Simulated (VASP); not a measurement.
# SiC (P6_3mc) in VASP: notebook

Runs on SiC. Level: PBE. Tasks: single point.

Everything below comes from runs of VASP 6.6.1. Logs are shortened: lines on timing, memory, paths and dates and some standing lists are left out, and cuts for length are marked.

## 1. The cell of the first run

It takes space group P6_3mc (No. 186, hexagonal). Conventional cell: a = 3.051 Å, b = 3.051 Å, c = 5.211 Å, α = 90.00°, β = 90.00°, γ = 120.00°. Si (site symmetry 3m) has 4 C at 1.88 to 1.94 Å within 2.5 Å. Within 2.5 Å of C (site symmetry 3m) lie 4 Si at 1.88 to 1.94 Å.

## 2. Single point, PBE (10.50 Å³/atom)

Contents of INCAR:

```
SYSTEM = SiC
PREC = Accurate
ENCUT = 520
EDIFF = 1E-6
ISMEAR = 0
SIGMA = 0.05
LREAL = .FALSE.
LASPH = .TRUE.
NELM = 80
ALGO = Normal
ISIF = 2
LWAVE = .FALSE.
LCHARG = .FALSE.
GGA = PE
NBANDS = 16
```

Contents of KPOINTS:

```
Automatic mesh
0
G
  12 12 6
  0 0 0
```

Contents of POSCAR:

```
SiC
1.0
    3.0509791851      0.0000000000      0.0000000000
   -1.5254895925      2.6422254807      0.0000000000
    0.0000000000      0.0000000000      5.2113775460
Si C
2 2
Direct
    0.3333333333      0.6666666667      0.0063638928
    0.6666666667      0.3333333333      0.5063638928
    0.3333333333      0.6666666667      0.3786361072
    0.6666666667      0.3333333333      0.8786361072
```

Potentials or basis: VASP PAW PBE potentials, release 64 (Si, C).

On the command line:

```
cat potpaw_PBE.64/Si/POTCAR potpaw_PBE.64/C/POTCAR > POTCAR
mpirun -np 1 vasp_std > vasp.out
```

OUTCAR:

```text
SYSTEM = SiC
   PREC = Accurate
   ENCUT = 520
   EDIFF = 1E-6
   ISMEAR = 0
   LREAL = .FALSE.
   LASPH = .TRUE.
   NELM = 80
   ISIF = 2
   GGA = PE

 ion  position               nearest neighbor table
   1  0.333  0.667  0.006-   4 1.88   4 1.88   4 1.88   3 1.94   2 3.15   2 3.15   2 3.15   2 3.15
                             2 3.15   2 3.15
   2  0.667  0.333  0.506-   3 1.88   3 1.88   3 1.88   4 1.94   1 3.15   1 3.15   1 3.15   1 3.15
                             1 3.15   1 3.15
   3  0.333  0.667  0.379-   2 1.88   2 1.88   2 1.88   1 1.94
   4  0.667  0.333  0.879-   1 1.88   1 1.88   1 1.88   2 1.94

  LATTYP: Found a hexagonal cell.
 ALAT       =     3.0509791851
 C/A-ratio  =     1.7081000000

  Lattice vectors:

 A1 = (   3.0509791851,   0.0000000000,   0.0000000000)
 A2 = (  -1.5254895925,   2.6422254807,   0.0000000000)
 A3 = (   0.0000000000,   0.0000000000,   5.2113775460)

Analysis of symmetry for initial positions (statically):
=====================================================================
 Subroutine PRICEL returns:
 Original cell was already a primitive cell.

 Routine SETGRP: Setting up the symmetry group for a
 hexagonal supercell.

 Subroutine GETGRP returns: Found 12 space group operations
 (whereof  6 operations were pure point group operations)
 out of a pool of 24 trial point group operations.

The static configuration has the point symmetry C_3v.
 The point group associated with its full space group is C_6v.

Analysis of symmetry for dynamics (positions and initial velocities):
=====================================================================
 Subroutine PRICEL returns:
 Original cell was already a primitive cell.

 Routine SETGRP: Setting up the symmetry group for a
 hexagonal supercell.

 Subroutine GETGRP returns: Found 12 space group operations
 (whereof  6 operations were pure point group operations)
 out of a pool of 24 trial point group operations.

The dynamic configuration has the point symmetry C_3v.
 The point group associated with its full space group is C_6v.

 Subroutine INISYM returns: Found 12 space group operations
 (whereof  6 operations are pure point group operations),
 and found     1 'primitive' translations

----------------------------------------------------------------------------------------

                                     Primitive cell

  volume of cell :      42.0109

  direct lattice vectors                    reciprocal lattice vectors
     3.050979185  0.000000000  0.000000000     0.327763626  0.189234418  0.000000000
    -1.525489593  2.642225481  0.000000000     0.000000000  0.378468835  0.000000000
     0.000000000  0.000000000  5.211377546     0.000000000  0.000000000  0.191887844

  length of vectors
     3.050979185  3.050979185  5.211377546     0.378468835  0.378468835  0.191887844

  position of ions in fractional coordinates (direct lattice)
     0.333333333  0.666666667  0.006363893
     0.666666667  0.333333333  0.506363893
     0.333333333  0.666666667  0.378636107
     0.666666667  0.333333333  0.878636107

  ion indices of the primitive-cell ions
   primitive index   ion index
                 1           1
                 2           2
                 3           3
                 4           4

----------------------------------------------------------------------------------------

 KPOINTS: Automatic mesh

Automatic generation of k-mesh.
 Grid dimensions read from file:
 generate k-points for:   12   12    6

 Generating k-lattice:

  Cartesian coordinates                     Fractional coordinates (reciprocal lattice)
     0.027313635  0.015769535  0.000000000     0.083333333  0.000000000  0.000000000
     0.000000000  0.031539070  0.000000000     0.000000000  0.083333333  0.000000000
     0.000000000  0.000000000  0.031981307     0.000000000  0.000000000  0.166666667

  Length of vectors
     0.031539070  0.031539070  0.031981307

  Shift w.r.t. Gamma in fractional coordinates (k-lattice)
     0.000000000  0.000000000  0.000000000

 Subroutine IBZKPT returns following result:
 ===========================================

 Found     76 irreducible k-points:

 Following reciprocal coordinates:
            Coordinates               Weight
  0.000000  0.000000  0.000000      1.000000
  0.083333  0.000000  0.000000      6.000000
  0.166667 -0.000000  0.000000      6.000000
  0.250000  0.000000  0.000000      6.000000
  0.333333 -0.000000  0.000000      6.000000
  0.416667 -0.000000  0.000000      6.000000
[... 16 lines left out ...]
  0.250000  0.000000  0.166667     12.000000
  0.333333 -0.000000  0.166667     12.000000
 [... further k-points ...]
   k-points           NKPTS =     76   k-points in BZ     NKDIM =     76   number of bands    NBANDS=     16
   number of dos      NEDOS =    301   number of ions     NIONS =      4
   total plane-waves  NPLWV =  23040
   dimension x,y,z NGX =    24 NGY =   24 NGZ =   40
   dimension x,y,z NGXF=    48 NGYF=   48 NGZF=   80
   ions per type =               2   2
   NGX,Y,Z   is equivalent  to a cutoff of  13.08, 13.08, 12.76 a.u.
   NGXF,Y,Z  is equivalent  to a cutoff of  26.15, 26.15, 25.52 a.u.
 SYSTEM =  SiC
   PREC   = accura    normal or accurate (medium, high low for compatibility)
   ISTART =      0    job   : 0-new  1-cont  2-samecut
   ICHARG =      2    charge: 1-file 2-atom 10-const
   ISPIN  =      1    spin polarized calculation?
   LNONCOLLINEAR =      F non collinear calculations
   LSORBIT =      F    spin-orbit coupling
   LASPH  =      T    aspherical Exc in radial PAW
   ENCUT  =  520.0 eV  38.22 Ry    6.18 a.u.   5.67  5.67  9.69*2*pi/ulx,y,z
   NELM   =     80;   NELMIN=  2; NELMDL= -5     # of ELM steps
   EDIFF  = 0.1E-05   stopping-criterion for ELM
   LREAL  =      F    real-space projection
   EDIFFG = 0.1E-04   stopping-criterion for IOM
   NSW    =      0    number of steps for IOM
   IBRION =     -1    ionic relax: 0-MD 1-quasi-New 2-CG
   NFREE  =      0    steps in history (QN), initial steepest desc. (CG)
   ISIF   =      2    stress and relaxation
   ISYM   =      2    0-nonsym 1-usesym 2-fastsym
   POTIM  = 0.5000    time-step for ionic-motion
   TEBEG  =    0.0;   TEEND  =   0.0 temperature during run
   PSTRESS=    0.0 pullay stress
   NELECT =      16.0000    total number of electrons
   NUPDOWN=      -1.0000    fix difference up-down
   EMIN   =  10.00;   EMAX   =-10.00  energy-range for DOS
   EFERMI =   0.00;   METHOD = LEGACY
   ISMEAR =     0;   SIGMA  =   0.05  broadening in eV -4-tet -1-fermi 0-gaus
   EFERMI_NEDOS =   21; number of points for ismear=-14 and -15
   IALGO  =     38    algorithm
   IMIX   =      4    mixing-type and parameters
     AMIX     =   0.40;   BMIX     =  1.00
     AMIX_MAG =   1.60;   BMIX_MAG =  1.00
  volume/ion in A,a.u.               =      10.50        70.88
  Fermi-wavevector in a.u.,A,eV,Ry     =   1.186664  2.242469 19.159321  1.408170
  Thomas-Fermi vector in A             =   2.322831
   LORBIT       =      0    0 simple, 1 ext, 2 COOP (PROOUT), +10 PAW based schemes
   GGA     = PE    functional components
   LHFCALC =     F    Hartree Fock is set to
   AEXX    =    0.0000 exact exchange contribution
   IVDW    =     0    specifies the selected vdW correction
   LEPSILON=     F    determine dielectric tensor
   LRPA    =     F    only Hartree local field effects (RPA)
 non-spin polarized calculation
 Gauss-broadening in eV      SIGMA  =   0.05
  energy-cutoff  :      520.00
  volume of cell :       42.01
 maximum number of plane-waves:      1150
 NGX is ok and might be reduce to    24
   NGX = 11   NGY = 11   NGZ = 19

 number of electron      15.9999999 magnetization

 Free energy of the ion-electron system (eV)
  ---------------------------------------------------
  ext. energy  EPLUGINS =         0.00000000
  ---------------------------------------------------
  free energy    TOTEN  =       -30.04153983 eV

  energy without entropy =      -30.04153983  energy(sigma->0) =      -30.04153983

 E-fermi :   8.4858     XC(G=0): -11.2874

 val. band max:        8.1921576388   @ k =   0.0000   0.0000   0.0000
 cond. band min:      10.2041938414   @ k =   0.3333   0.3333   0.0000
 fundamental gap:      2.0120362026
 Fermi energy:         8.4858278047

 k-point     1 :       0.0000    0.0000    0.0000
  band No.  band energies     occupation
      1      -7.3620      2.00000
      2      -4.1432      2.00000
      3      -0.6390      2.00000
      4       7.0571      2.00000
      5       7.0571      2.00000
      6       7.7026      2.00000
[... 8 lines left out ...]
     15      17.0665      0.00000
     16      19.0930      0.00000

 k-point     2 :       0.0833    0.0000    0.0000
  band No.  band energies     occupation
      1      -7.2391      2.00000
      2      -4.0354      2.00000
      3      -0.5253      2.00000
      4       6.3701      2.00000
      5       6.8441      2.00000
      6       7.6449      2.00000
[... 8 lines left out ...]
     15      17.3697      0.00000
     16      18.5623      0.00000

 k-point     3 :       0.1667   -0.0000    0.0000
  band No.  band energies     occupation
      1      -6.8736      2.00000
      2      -3.7199      2.00000
      3      -0.1931      2.00000
      4       4.8619      2.00000
      5       6.3624      2.00000
      6       6.5489      2.00000
[... 8 lines left out ...]
     15      17.7063      0.00000
     16      18.0693      0.00000

 k-point     4 :       0.2500    0.0000    0.0000
  band No.  band energies     occupation
      1      -6.2769      2.00000
      2      -3.2288      2.00000
      3       0.3126      2.00000
      4       3.1970      2.00000
      5       5.1089      2.00000
      6       5.8390      2.00000
[... 8 lines left out ...]
     15      18.1177      0.00000
     16      19.0679      0.00000
[... 324 lines left out ...]
 k-point    22 :       0.1667   -0.0000    0.1667
  band No.  band energies     occupation
      1      -6.7492      2.00000
      2      -4.1663      2.00000
      3       0.4491      2.00000
      4       4.9662      2.00000
      5       6.1526      2.00000
      6       6.4431      2.00000
[... 8 lines left out ...]
     15      17.9116      0.00000
     16      18.2626      0.00000

 k-point    23 :       0.2500    0.0000    0.1667
  band No.  band energies     occupation
      1      -6.1545      2.00000
      2      -3.6469      2.00000
      3       0.8695      2.00000
      4       3.3607      2.00000
      5       4.7645      2.00000
      6       5.9264      2.00000
[... 8 lines left out ...]
     15      18.6067      0.00000
     16      18.9638      0.00000

 k-point    24 :       0.3333   -0.0000    0.1667
  band No.  band energies     occupation
      1      -5.3587      2.00000
      2      -3.0166      2.00000
      3       0.8669      2.00000
      4       2.4489      2.00000
      5       3.2963      2.00000
      6       5.4970      2.00000
[... 8 lines left out ...]
     15      19.0760      0.00000
     16      20.2204      0.00000

 [... further k-points ...]

------------------------ aborting loop because EDIFF is reached ----------------------------------------

  FORCE on cell =-STRESS in cart. coord.  units (eV):
  Direction    XX          YY          ZZ          XY          YZ          ZX
  --------------------------------------------------------------------------------------
  -------------------------------------------------------------------------------------
  Total        1.7868442      1.7868442     -3.3817608      0.0000000      0.0000000     -0.0000000
  in kB       68.1452544     68.1452544   -128.9709241      0.0000000      0.0000000     -0.0000000
  external PRESSURE =       2.4398616 kB  Pullay stress =       0.0000000 kB

 VOLUME and BASIS-vectors are now :
 -----------------------------------------------------------------------------
  energy-cutoff  :      520.00
  volume of cell :       42.01
      direct lattice vectors                 reciprocal lattice vectors
     3.050979185  0.000000000  0.000000000     0.327763626  0.189234418  0.000000000
    -1.525489593  2.642225481  0.000000000     0.000000000  0.378468835  0.000000000
     0.000000000  0.000000000  5.211377546     0.000000000  0.000000000  0.191887844

 POSITION                                       TOTAL-FORCE (eV/Angst)
 -----------------------------------------------------------------------------------
     -0.00000      1.76148      0.03316        -0.000000     -0.000000     -0.007905
      1.52549      0.88074      2.63885         0.000000      0.000000     -0.007905
     -0.00000      1.76148      1.97322        -0.000000      0.000000      0.007905
      1.52549      0.88074      4.57890         0.000000     -0.000000      0.007905
 -----------------------------------------------------------------------------------
    total drift:                               -0.000000      0.000000      0.000368

  FREE ENERGIE OF THE ION-ELECTRON SYSTEM (eV)
  ---------------------------------------------------
  free  energy   TOTEN  =       -30.0415398258 eV

  energy  without entropy=      -30.0415398258  energy(sigma->0) =      -30.04153983
```

Run time: 30 s. Hardware: 1 thread of Intel Xeon Platinum 8488C (Sapphire Rapids), shared host; peak memory 0.17 GiB.

Results:

```
Free energy            : -30.0415 eV
Pressure               : 0.2 GPa
Largest force          : 0.008 eV/Å
Band gap on the k mesh : 2.01 eV (least direct gap 4.24 eV)
```

Forces in eV/Å, atoms in the order of the input:
```
Si   0.000  0.000 -0.008
Si   0.000  0.000 -0.008
C    0.000  0.000  0.008
C    0.000  0.000  0.008
```

Stress tensor (GPa, compression positive):
```
  6.81   0.00   0.00
  0.00   6.81   0.00
  0.00   0.00 -12.90
```

Caveat: the stress differs along the axes, from -13 to 7 GPa. A k mesh can miss the band edges.

## 3. Single point, PBE (10.50 Å³/atom)

Contents of INCAR:

```
SYSTEM = SiC
ALGO = Normal
EDIFF = 1E-6
ENCUT = 520
GGA = PE
ISIF = 2
ISMEAR = 0
LASPH = .TRUE.
LCHARG = .FALSE.
LREAL = .FALSE.
LWAVE = .FALSE.
NBANDS = 16
NELM = 80
PREC = Accurate
SIGMA = 0.05
```

Contents of KPOINTS:

```
k-points
0
G
  12 12 6
  0 0 0
```

Contents of POSCAR:

```
SiC
1.0
    3.1336153355      0.0000000000      0.0000000000
   -1.5668076678      2.7137904863      0.0000000000
    0.0000000000      0.0000000000      4.9401445765
Si C
2 2
Direct
    0.3333333333      0.6666666667      0.0022597730
    0.6666666667      0.3333333333      0.5022597730
    0.3333333333      0.6666666667      0.3827402270
    0.6666666667      0.3333333333      0.8827402270
```

Potentials or basis: VASP PAW PBE potentials, release 64 (Si, C).

On the command line:

```
cat potpaw_PBE.64/Si/POTCAR potpaw_PBE.64/C/POTCAR > POTCAR
mpirun -np 1 vasp_std > vasp.out
```

It took 30 s on 1 thread of Intel Xeon Platinum 8488C (Sapphire Rapids), shared host; peak memory 0.18 GiB.

It converged, with:

* Free energy: -30.0423 eV
* Pressure: 0.0 GPa
* Band gap on the k mesh: 2.28 eV (least direct gap 3.61 eV)

Stress tensor (GPa, compression positive):
```
-6.41  0.00  0.00
 0.00 -6.41  0.00
 0.00  0.00 12.72
```

Levels at points of the mesh, in eV from the valence-band top:
```csv
k point,band 4,band 5,band 6,band 7,band 8,band 9,band 10,band 11,band 12,band 13
"(0.00, 0.00, 0.00)",-1.74,-1.74,-0.24,-0.24,0.00,3.87,6.10,6.10,6.17,7.86
"(0.50, 0.00, 0.00)",-6.21,-5.51,-3.68,-3.35,-1.33,2.28,4.35,6.58,6.85,10.26
"(0.00, 0.00, 0.50)",-4.20,-1.06,-1.06,-1.06,-1.06,5.13,5.13,6.81,6.81,6.81
"(0.50, 0.00, 0.50)",-8.37,-2.72,-2.72,-2.23,-2.23,3.18,3.18,5.20,5.20,10.26
```

Caveat: the stress differs along the axes, from -6 to 13 GPa. A k mesh can miss the band edges.

## 4. Single point, PBE (11.34 Å³/atom)

This run uses another cell than the first one, of 11.34 Å³/atom.

Contents of INCAR:

```
SYSTEM = SiC
ALGO = Normal ; EDIFF = 1E-6
ENCUT = 520 ; GGA = PE
ISIF = 2 ; ISMEAR = 0
LASPH = .TRUE. ; LCHARG = .TRUE.
LELF = .TRUE. ; LREAL = .FALSE.
LVHAR = .TRUE. ; LWAVE = .FALSE.
NBANDS = 16 ; NELM = 60
PREC = Accurate ; SIGMA = 0.05
```

KPOINTS is that of step 3.

Contents of POSCAR:

```
SiC
1.0
    3.2583370346      0.0000000000      0.0000000000
   -1.6291685173      2.8218026461      0.0000000000
    0.0000000000      0.0000000000      4.9347514389
Si C
2 2
Direct
    0.3333333333      0.6666666667      0.0007772710
    0.6666666667      0.3333333333      0.5007772710
    0.3333333333      0.6666666667      0.3842227290
    0.6666666667      0.3333333333      0.8842227290
```

On the command line:

```
cat potpaw_PBE.64/Si/POTCAR potpaw_PBE.64/C/POTCAR > POTCAR
mpirun -np 1 vasp_std > vasp.out
```

Run time: 28 s. Hardware: 1 thread of Intel Xeon Platinum 8488C (Sapphire Rapids), shared host; peak memory 0.18 GiB.

Results (log left out):

- Free energy: -29.6945 eV
- Pressure: -13.6 GPa
- Band gap on the k mesh: 1.75 eV (least direct gap 2.55 eV)

Stress tensor (GPa, compression positive):
```
-24.68   0.00   0.00
  0.00 -24.68   0.00
  0.00   0.00   8.60
```

Levels at points of the mesh, in eV from the valence-band top:
```tsv
k point	band 5	band 6	band 7	band 8	band 9	band 10	band 11	band 12
(0.00, 0.00, 0.00)	-2.04	-0.38	-0.38	0.00	2.55	5.04	5.29	5.29
(0.50, 0.00, 0.00)	-5.37	-3.81	-3.26	-1.35	1.75	4.35	5.93	6.37
(0.00, 0.00, 0.50)	-1.30	-1.30	-1.30	-1.30	3.96	3.96	6.07	6.07
(0.50, 0.00, 0.50)	-2.82	-2.82	-2.08	-2.08	2.88	2.88	5.02	5.02
```

Caveat: the stress differs along the axes, from -25 to 9 GPa.

## 5. Overview

| cell | gap on the mesh (eV) | pressure (GPa) |
| --- | --- | --- |
| a = 3.051, b = 3.051, c = 5.211 Å, angles 90.0, 90.0, 120.0°, 4 atoms, atomic positions A | 2.01 | 0.2 |
| a = 3.134, b = 3.134, c = 4.940 Å, angles 90.0, 90.0, 120.0°, 4 atoms, atomic positions B | 2.28 | 0.0 |
| a = 3.258, b = 3.258, c = 4.935 Å, angles 90.0, 90.0, 120.0°, 4 atoms, atomic positions C | 1.75 | -13.6 |

Alike in all rows: task single point; level PBE; potentials or basis VASP PAW PBE potentials, release 64 (Si, C); no spin polarisation; k mesh 12 × 12 × 6; cutoff (eV) 520; smearing gaussian 0.05 eV.

Caveats: the stress differs along the axes, from -13 to 7 GPa (at least some runs); the stress differs along the axes, from -6 to 13 GPa (at least some runs); the stress differs along the axes, from -25 to 9 GPa (at least some runs).

Total energies depend on the potentials used, so only differences within one code and one set of settings carry meaning.
